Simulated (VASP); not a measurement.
Te2Mo, 12 atoms in the cell. It takes space group Pmn2_1 (No. 31, orthorhombic). The conventional cell has a = 3.440 Å, b = 6.293 Å, c = 13.336 Å, α = 90.00°, β = 90.00°, γ = 90.00°. Te (site symmetry m) has 3 Mo at 2.76 to 2.78 Å and 10 Te at 3.41 to 3.68 Å within 3.7 Å. Te (site symmetry m) has 3 Mo at 2.67 to 2.68 Å and 9 Te at 3.44 to 3.78 Å within 3.8 Å. Within 3.7 Å of Te (site symmetry m) lie 3 Mo at 2.76 to 2.78 Å and 10 Te at 3.41 to 3.68 Å. Within 3.8 Å of Te (site symmetry m) lie 3 Mo at 2.67 to 2.68 Å and 9 Te at 3.44 to 3.78 Å. Mo (site symmetry m) has 6 Te at 2.68 to 2.78 Å and 4 Mo at 2.86 to 3.44 Å within 3.5 Å. Within 3.5 Å of Mo (site symmetry m) lie 6 Te at 2.67 to 2.78 Å and 4 Mo at 2.86 to 3.44 Å. 

```yaml
Program: VASP 6.6.1
Task: single point
Functional: LDA
Potentials_or_basis: VASP PAW LDA potentials, release 64 (Te, Mo_sv)
Cutoff: 500 eV
k_mesh: 10 × 6 × 4
Occupations: gaussian, width 0.1 eV
Spin: no spin polarisation
Dipole_correction: no
Further_INCAR_settings: ALGO = Normal; EDIFF = 1e-06; NBANDS = 64
```

Potentials or basis: VASP PAW LDA potentials, release 64 (Te, Mo_sv).

The run is started by

```bash
$ cat potpaw_LDA.64/Te/POTCAR potpaw_LDA.64/Mo_sv/POTCAR > POTCAR
$ mpirun -np 1 vasp_std > vasp.out
```

Hardware: 1 thread of Oxide Virtual Turin-like Processor, on a shared host.

Task: How long does it take, and how much memory?

Result: Run time: 39 min on 1 thread of Oxide Virtual Turin-like Processor, with other jobs on the host, peak memory 0.88 GiB. Counts: scf iterations 16, k points 72.
